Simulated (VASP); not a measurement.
# B26N27 (a cell with a defect) in VASP: electric field gradients with PBE

Aim: the electric field gradients of B26N27 (a cell with a defect) with PBE.

Program: VASP 6.6.1. These are calculated values, not measurements. Logs are shortened: lines on timing, memory, paths and dates and some standing lists are left out, and cuts for length are marked.

## Step 1: The cell of the first run

The cell holds a defect, 53 atoms: a = 7.669 Å, b = 7.669 Å, c = 7.669 Å, α = 60.00°, β = 60.00°, γ = 60.00°.

## Step 2: Electric field gradients, PBE, collinear spin (atoms taken out)

The input, INCAR:

```
PREC = Accurate
ENCUT = 520
EDIFF = 1E-8
ISMEAR = -1
SIGMA = 0.01
LREAL = Auto
LASPH = True
NELM = 150
ALGO = Normal
ISIF = 2
LWAVE = False
LCHARG = False
ISPIN = 2
MAGMOM = 0 0 0 0 0 0 0 0 0 0 0 0 0 0 0 0 0 0 0 0 0 0 0 0 0 0 0.5 0 0.5 0 0 0 0.5 0 0 0 0 0 0 0 0 0 0 0 0.5 0 0 0 0 0 0 0 0
LORBIT = 11
GGA = PE
LEFG = True
NELECT = 215.0
NBANDS = 142
KPAR = 4
```

The input, KPOINTS:

```
regular mesh
0
Gamma
  3 3 3
```

The input, POSCAR:

```
B26N27
1.0
    0.0000000000      5.4225000000      5.4225000000
    5.4225000000      0.0000000000      5.4225000000
    5.4225000000      5.4225000000      0.0000000000
B N
26 27
Direct
    0.0000000000      0.0000000000      0.3333333333
    0.0000000000      0.0000000000      0.6666666667
    0.0000000000      0.3333333333      0.0000000000
    0.0000000000      0.3333333333      0.3333333333
    0.0000000000      0.3333333333      0.6666666667
    0.0000000000      0.6666666667      0.0000000000
    0.0000000000      0.6666666667      0.3333333333
    0.0000000000      0.6666666667      0.6666666667
    0.3333333333      0.0000000000      0.0000000000
    0.3333333333      0.0000000000      0.3333333333
    0.3333333333      0.0000000000      0.6666666667
    0.3333333333      0.3333333333      0.0000000000
    0.3333333333      0.3333333333      0.3333333333
    0.3333333333      0.3333333333      0.6666666667
    0.3333333333      0.6666666667      0.0000000000
    0.3333333333      0.6666666667      0.3333333333
    0.3333333333      0.6666666667      0.6666666667
    0.6666666667      0.0000000000      0.0000000000
    0.6666666667      0.0000000000      0.3333333333
    0.6666666667      0.0000000000      0.6666666667
    0.6666666667      0.3333333333      0.0000000000
    0.6666666667      0.3333333333      0.3333333333
    0.6666666667      0.3333333333      0.6666666667
    0.6666666667      0.6666666667      0.0000000000
    0.6666666667      0.6666666667      0.3333333333
    0.6666666667      0.6666666667      0.6666666667
    0.0833333333      0.0833333333      0.0833333333
    0.0833333333      0.0833333333      0.4166666667
    0.0833333333      0.0833333333      0.7500000000
    0.0833333333      0.4166666667      0.0833333333
    0.0833333333      0.4166666667      0.4166666667
    0.0833333333      0.4166666667      0.7500000000
    0.0833333333      0.7500000000      0.0833333333
    0.0833333333      0.7500000000      0.4166666667
    0.0833333333      0.7500000000      0.7500000000
    0.4166666667      0.0833333333      0.0833333333
    0.4166666667      0.0833333333      0.4166666667
    0.4166666667      0.0833333333      0.7500000000
    0.4166666667      0.4166666667      0.0833333333
    0.4166666667      0.4166666667      0.4166666667
    0.4166666667      0.4166666667      0.7500000000
    0.4166666667      0.7500000000      0.0833333333
    0.4166666667      0.7500000000      0.4166666667
    0.4166666667      0.7500000000      0.7500000000
    0.7500000000      0.0833333333      0.0833333333
    0.7500000000      0.0833333333      0.4166666667
    0.7500000000      0.0833333333      0.7500000000
    0.7500000000      0.4166666667      0.0833333333
    0.7500000000      0.4166666667      0.4166666667
    0.7500000000      0.4166666667      0.7500000000
    0.7500000000      0.7500000000      0.0833333333
    0.7500000000      0.7500000000      0.4166666667
    0.7500000000      0.7500000000      0.7500000000
```

Potentials or basis: VASP PAW PBE potentials, release 64 (B, N).

Run with:

```bash
$ cat potpaw_PBE.64/B/POTCAR potpaw_PBE.64/N/POTCAR > POTCAR
$ mpirun -np 4 vasp_std > vasp.out
```

OUTCAR:

```text
PREC = Accurate
   ENCUT = 520
   EDIFF = 1E-8
   ISMEAR = -1
   LREAL = Auto
   LASPH = True
   NELM = 150
   ISIF = 2
   ISPIN = 2
   LORBIT = 11
   GGA = PE
   NELECT = 215.0

 ion  position               nearest neighbor table
   1  0.000  0.000  0.333-  27 1.57  28 1.57  34 1.57  46 1.57
   2  0.000  0.000  0.667-  29 1.57  28 1.57  35 1.57  47 1.57
   3  0.000  0.333  0.000-  27 1.57  30 1.57  32 1.57  48 1.57
   4  0.000  0.333  0.333-  28 1.57  30 1.57  49 1.57  31 1.57
   5  0.000  0.333  0.667-  29 1.57  31 1.57  32 1.57  50 1.57
   6  0.000  0.667  0.000-  33 1.57  30 1.57  35 1.57  51 1.57
[... 33 lines left out ...]
  40  0.417  0.417  0.417-  14 1.57  16 1.57  22 1.57  13 1.57
  41  0.417  0.417  0.750-  12 1.57  17 1.57  23 1.57  14 1.57
  42  0.417  0.750  0.083-   9 1.57  15 1.57  16 1.57  24 1.57
  43  0.417  0.750  0.417-  10 1.57  17 1.57  25 1.57  16 1.57
  44  0.417  0.750  0.750-  11 1.57  15 1.57  17 1.57  26 1.57
  45  0.750  0.083  0.083-  18 1.57  19 1.57  21 1.57
  46  0.750  0.083  0.417-   1 1.57  19 1.57  20 1.57  22 1.57
  47  0.750  0.083  0.750-  20 1.57  18 1.57   2 1.57  23 1.57
  48  0.750  0.417  0.083-   3 1.57  21 1.57  22 1.57  24 1.57
  49  0.750  0.417  0.417-   4 1.57  23 1.57  25 1.57  22 1.57
  50  0.750  0.417  0.750-   5 1.57  21 1.57  23 1.57  26 1.57
  51  0.750  0.750  0.083-  24 1.57  18 1.57   6 1.57  25 1.57
  52  0.750  0.750  0.417-   7 1.57  19 1.57  25 1.57  26 1.57
  53  0.750  0.750  0.750-  26 1.57  20 1.57  24 1.57   8 1.57

  LATTYP: Found a face centered cubic cell.
 ALAT       =    10.8450000000

  Lattice vectors:

 A1 = (   0.0000000000,   5.4225000000,   5.4225000000)
 A2 = (   5.4225000000,   0.0000000000,   5.4225000000)
 A3 = (   5.4225000000,   5.4225000000,   0.0000000000)

Analysis of symmetry for initial positions (statically):
=====================================================================
 Subroutine PRICEL returns:
 Original cell was already a primitive cell.

 Routine SETGRP: Setting up the symmetry group for a
 face centered cubic supercell.

 Subroutine GETGRP returns: Found 24 space group operations
 (whereof 24 operations were pure point group operations)
 out of a pool of 48 trial point group operations.

The static configuration has the point symmetry T_d .

Analysis of symmetry for dynamics (positions and initial velocities):
=====================================================================
 Subroutine PRICEL returns:
 Original cell was already a primitive cell.

 Routine SETGRP: Setting up the symmetry group for a
 face centered cubic supercell.

 Subroutine GETGRP returns: Found 24 space group operations
 (whereof 24 operations were pure point group operations)
 out of a pool of 48 trial point group operations.

The dynamic configuration has the point symmetry T_d .

Analysis of structural, dynamic, and magnetic symmetry:
=====================================================================
 Subroutine PRICEL returns:
 Original cell was already a primitive cell.

 Routine SETGRP: Setting up the symmetry group for a
 face centered cubic supercell.

 Subroutine GETGRP returns: Found 24 space group operations
 (whereof 24 operations were pure point group operations)
 out of a pool of 48 trial point group operations.

The overall configuration has the point symmetry T_d .

 Subroutine INISYM returns: Found 24 space group operations
 (whereof 24 operations are pure point group operations),
 and found     1 'primitive' translations

----------------------------------------------------------------------------------------

                                     Primitive cell

  volume of cell :     318.8810

  direct lattice vectors                    reciprocal lattice vectors
     0.000000000  5.422500000  5.422500000    -0.092208391  0.092208391  0.092208391
     5.422500000  0.000000000  5.422500000     0.092208391 -0.092208391  0.092208391
     5.422500000  5.422500000  0.000000000     0.092208391  0.092208391 -0.092208391
[... 214 lines left out ...]

 val. band max:        9.1794380430   @ k =   0.3333   0.3333   0.0000
 cond. band min:       9.2088340054   @ k =  -0.3333   0.3333   0.0000
 fundamental gap:      0.0293959624
 Fermi energy:         9.2049931595

 spin component 1

 k-point     1 :       0.0000    0.0000    0.0000
  band No.  band energies     occupation
      1     -13.2084      1.00000
      2     -10.9007      1.00000
      3     -10.8122      1.00000
      4     -10.8122      1.00000
      5     -10.8122      1.00000
      6     -10.6406      1.00000
[... 477 lines left out ...]
    118      15.4403      0.00000
    119      15.5739      0.00000
 Fermi energy:         9.2049931595

 spin component 2

 k-point     1 :       0.0000    0.0000    0.0000
  band No.  band energies     occupation
      1     -13.1968      1.00000
      2     -10.8951      1.00000
      3     -10.8043      1.00000
      4     -10.8043      1.00000
      5     -10.8043      1.00000
      6     -10.6306      1.00000
[... 477 lines left out ...]
    118      15.4459      0.00000
    119      15.5812      0.00000
 [bands above 119 left out]

------------------------ aborting loop because EDIFF is reached ----------------------------------------

  FORCE on cell =-STRESS in cart. coord.  units (eV):
  Direction    XX          YY          ZZ          XY          YZ          ZX
  --------------------------------------------------------------------------------------
  -------------------------------------------------------------------------------------
  Total       29.0540844     29.0540844     29.0540844     -0.0000000      0.0000000     -0.0000000
  in kB      145.9785677    145.9785677    145.9785677     -0.0000000      0.0000000     -0.0000000
  external PRESSURE =     145.9785677 kB  Pullay stress =       0.0000000 kB

 VOLUME and BASIS-vectors are now :
 -----------------------------------------------------------------------------
  energy-cutoff  :      520.00
  volume of cell :      318.88
      direct lattice vectors                 reciprocal lattice vectors
     0.000000000  5.422500000  5.422500000    -0.092208391  0.092208391  0.092208391
     5.422500000  0.000000000  5.422500000     0.092208391 -0.092208391  0.092208391
     5.422500000  5.422500000  0.000000000     0.092208391  0.092208391 -0.092208391

 POSITION                                       TOTAL-FORCE (eV/Angst)
 -----------------------------------------------------------------------------------
      1.80750      1.80750      0.00000        -1.492131     -1.492131      1.002028
      3.61500      3.61500      0.00000         1.492131      1.492131      1.002028
      1.80750      0.00000      1.80750        -1.492131      1.002028     -1.492131
      3.61500      1.80750      1.80750        -0.217544      0.217544      0.217544
      5.42250      3.61500      1.80750        -1.002028      1.492131     -1.492131
      3.61500      0.00000      3.61500         1.492131      1.002028      1.492131
[... 45 lines left out ...]
      6.32625      6.32625      8.13375         0.232751      0.232751     -0.531766
      8.13375      8.13375      8.13375         0.000000      0.000000      0.000000
 -----------------------------------------------------------------------------------
    total drift:                                0.000001      0.000001      0.000002

  FREE ENERGIE OF THE ION-ELECTRON SYSTEM (eV)
  ---------------------------------------------------
  free  energy   TOTEN  =      -439.1146552460 eV

  energy  without entropy=     -439.1104937091  energy(sigma->0) =     -439.11257448

 Electric field gradients (V/A^2)
---------------------------------------------------------------------
 ion       V_xx      V_yy      V_zz      V_xy      V_xz      V_yz
---------------------------------------------------------------------
   1       0.608     0.608    -1.215    -3.131     3.091     3.091
   2       0.608     0.608    -1.215    -3.131    -3.091    -3.091
   3       0.608    -1.215     0.608     3.091    -3.131     3.091
   4      -0.000     0.000     0.000    -0.649    -0.649     0.648
   5      -1.215     0.608     0.608     3.091    -3.091     3.131
   6       0.608    -1.215     0.608    -3.091    -3.131    -3.091
[... 45 lines left out ...]
  52       1.296     1.296    -2.592     3.583     1.708     1.708
  53      -0.000    -0.000    -0.000    -0.000    -0.000    -0.000
---------------------------------------------------------------------

 Electric field gradients after diagonalization (V/A^2)
 (convention: |V_zz| > |V_xx| > |V_yy|)
----------------------------------------------------------------------
 ion       V_xx      V_yy      V_zz     asymmetry (V_yy - V_xx)/ V_zz
----------------------------------------------------------------------
   1       3.738     2.551    -6.289       0.189
   2       3.738     2.551    -6.289       0.189
   3       3.738     2.551    -6.289       0.189
   4      -0.649    -0.648     1.297       0.000
   5       3.738     2.551    -6.289       0.189
   6       3.738     2.551    -6.289       0.189
[... 45 lines left out ...]
  52      -3.305    -2.288     5.593       0.182
  53       0.000     0.000    -0.000       0.000
----------------------------------------------------------------------

           NMR quadrupolar parameters

 Cq : quadrupolar parameter    Cq=e*Q*V_zz/h
 eta: asymmetry parameters     (V_yy - V_xx)/ V_zz
 Q  : nuclear electric quadrupole moment in mb (millibarn)
----------------------------------------------------------------------
 ion       Cq(MHz)       eta       Q (mb)
----------------------------------------------------------------------
   1      -0.015       0.189       1.000
   2      -0.015       0.189       1.000
   3      -0.015       0.189       1.000
   4       0.003       0.000       1.000
   5      -0.015       0.189       1.000
   6      -0.015       0.189       1.000
[... 45 lines left out ...]
  52       0.014       0.182       1.000
  53      -0.000       0.000       1.000
----------------------------------------------------------------------

 total charge

# of ion       s       p       d       tot
------------------------------------------
    1        0.681   1.371   0.000   2.051
    2        0.681   1.371   0.000   2.051
    3        0.681   1.371   0.000   2.051
    4        0.681   1.370   0.000   2.051
    5        0.681   1.371   0.000   2.051
    6        0.681   1.371   0.000   2.051
[... 45 lines left out ...]
   52        1.216   2.773   0.000   3.989
   53        1.216   2.775   0.000   3.991
--------------------------------------------------
tot         50.648 109.999   0.000 160.647

 magnetization (x)

# of ion       s       p       d       tot
------------------------------------------
    1       -0.001  -0.000   0.000  -0.001
    2       -0.001  -0.000   0.000  -0.001
    3       -0.001  -0.000   0.000  -0.001
    4       -0.000  -0.001   0.000  -0.001
    5       -0.001  -0.000   0.000  -0.001
    6       -0.001  -0.000   0.000  -0.001
[... 45 lines left out ...]
   52       -0.000   0.001   0.000   0.001
   53       -0.000   0.000   0.000   0.000
--------------------------------------------------
tot          0.042   0.722   0.000   0.764
```

Wall time 11 min (4 MPI ranks of Oxide Virtual Turin-like, shared host); peak memory 0.81 GiB.

What came out:

```yaml
Free_energy: -439.1147 eV
Largest_force: 3.272 eV/Å
Net_moment: 1.00 μB per cell
Site_moments: B -0.00; N +0.16, +0.02, +0.00 (each value once) μB
Largest_electric_field_gradient_by_atom: B -6.3, +1.3, +1.2, -1.3 (each value once); N -35.4, -6.9, +5.6, +0.3, +0.0 (each value once) V/Å²
Valence_electrons_inside_the_program's_atomic_spheres: B 2.05, 2.06 (each value once); N 3.87, 3.99 (each value once)
```

Forces on the atoms (eV/Å):
```
B   -1.492 -1.492  1.002
B    1.492  1.492  1.002
B   -1.492  1.002 -1.492
B   -0.218  0.218  0.218
B   -1.002  1.492 -1.492
B    1.492  1.002  1.492
B   -1.002 -1.492  1.492
B   -0.225  0.225  0.225
B    1.002 -1.492 -1.492
B    0.218 -0.218  0.218
B    1.492 -1.002 -1.492
B    0.218  0.218 -0.218
B   -0.218 -0.218 -0.218
B    0.000  0.000 -0.517
B    1.492 -1.492 -1.002
B    0.000 -0.517  0.000
B    0.517  0.000  0.000
B    1.002  1.492  1.492
B   -1.492 -1.002  1.492
B    0.225 -0.225  0.225
B   -1.492  1.492 -1.002
B   -0.517  0.000  0.000
B    0.000  0.517  0.000
B    0.225  0.225 -0.225
B    0.000  0.000  0.517
B   -0.225 -0.225 -0.225
N    1.889  1.889  1.889
N    0.000  0.000 -0.101
N   -1.889 -1.889  1.889
N    0.000 -0.101  0.000
N    0.101  0.000  0.000
N    0.233 -0.233  0.532
N   -1.889  1.889 -1.889
N    0.233  0.532 -0.233
N   -0.532 -0.233 -0.233
N   -0.101  0.000  0.000
N    0.000  0.101  0.000
N   -0.233  0.233  0.532
N    0.000  0.000  0.101
N    0.079  0.079  0.079
N   -0.079 -0.079  0.079
N   -0.233  0.532  0.233
N   -0.079  0.079 -0.079
N   -0.532  0.233  0.233
N    1.889 -1.889 -1.889
N    0.532  0.233 -0.233
N   -0.233 -0.532 -0.233
N    0.532 -0.233  0.233
N    0.079 -0.079 -0.079
N    0.233 -0.532  0.233
N   -0.233 -0.233 -0.532
N    0.233  0.233 -0.532
N    0.000  0.000  0.000
```

Electric field gradients, principal values (V/Å²):
| atom | least | middle | greatest (by size) |
| --- | --- | --- | --- |
| 1 B | 2.551 | 3.738 | -6.289 |
| 2 B | 2.551 | 3.738 | -6.289 |
| 3 B | 2.551 | 3.738 | -6.289 |
| 4 B | -0.648 | -0.649 | 1.297 |
| 5 B | 2.551 | 3.738 | -6.289 |
| 6 B | 2.551 | 3.738 | -6.289 |
| 7 B | 2.551 | 3.738 | -6.289 |
| 8 B | -0.595 | -0.595 | 1.190 |
| 9 B | 2.551 | 3.738 | -6.289 |
| 10 B | -0.648 | -0.649 | 1.297 |
| 11 B | 2.551 | 3.738 | -6.289 |
| 12 B | -0.648 | -0.649 | 1.297 |
| 13 B | -0.648 | -0.648 | 1.297 |
| 14 B | 0.056 | 1.199 | -1.255 |
| 15 B | 2.551 | 3.738 | -6.289 |
| 16 B | 0.056 | 1.199 | -1.255 |
| 17 B | 0.056 | 1.199 | -1.255 |
| 18 B | 2.551 | 3.738 | -6.289 |
| 19 B | 2.551 | 3.738 | -6.289 |
| 20 B | -0.595 | -0.595 | 1.190 |
| 21 B | 2.551 | 3.738 | -6.289 |
| 22 B | 0.056 | 1.199 | -1.255 |
| 23 B | 0.056 | 1.199 | -1.255 |
| 24 B | -0.595 | -0.595 | 1.190 |
| 25 B | 0.056 | 1.199 | -1.255 |
| 26 B | -0.595 | -0.595 | 1.190 |
| 27 N | 17.688 | 17.688 | -35.377 |
| 28 N | 1.578 | 5.364 | -6.942 |
| 29 N | 17.688 | 17.688 | -35.376 |
| 30 N | 1.578 | 5.364 | -6.942 |
| 31 N | 1.578 | 5.364 | -6.942 |
| 32 N | -2.288 | -3.305 | 5.593 |
| 33 N | 17.688 | 17.688 | -35.376 |
| 34 N | -2.288 | -3.305 | 5.593 |
| 35 N | -2.288 | -3.305 | 5.593 |
| 36 N | 1.578 | 5.364 | -6.942 |
| 37 N | 1.578 | 5.364 | -6.942 |
| 38 N | -2.288 | -3.305 | 5.593 |
| 39 N | 1.578 | 5.364 | -6.942 |
| 40 N | -0.131 | -0.131 | 0.262 |
| 41 N | -0.131 | -0.131 | 0.262 |
| 42 N | -2.288 | -3.305 | 5.593 |
| 43 N | -0.131 | -0.131 | 0.262 |
| 44 N | -2.288 | -3.305 | 5.593 |
| 45 N | 17.688 | 17.688 | -35.376 |
| 46 N | -2.288 | -3.305 | 5.593 |
| 47 N | -2.288 | -3.305 | 5.593 |
| 48 N | -2.288 | -3.305 | 5.593 |
| 49 N | -0.131 | -0.131 | 0.262 |
| 50 N | -2.288 | -3.305 | 5.593 |
| 51 N | -2.288 | -3.305 | 5.593 |
| 52 N | -2.288 | -3.305 | 5.593 |
| 53 N | 0.000 | 0.000 | 0.000 |

Caveat: the cell carries a net charge on a neutralising background, which shifts energy and pressure; the cell differs from its parent crystal (atoms taken out); the cell is charged against a uniform background, so pressure and absolute levels hang on convention; without QUAD_EFG the Cq values of the log hold for a quadrupole moment of 1 mb, not for the nuclei.
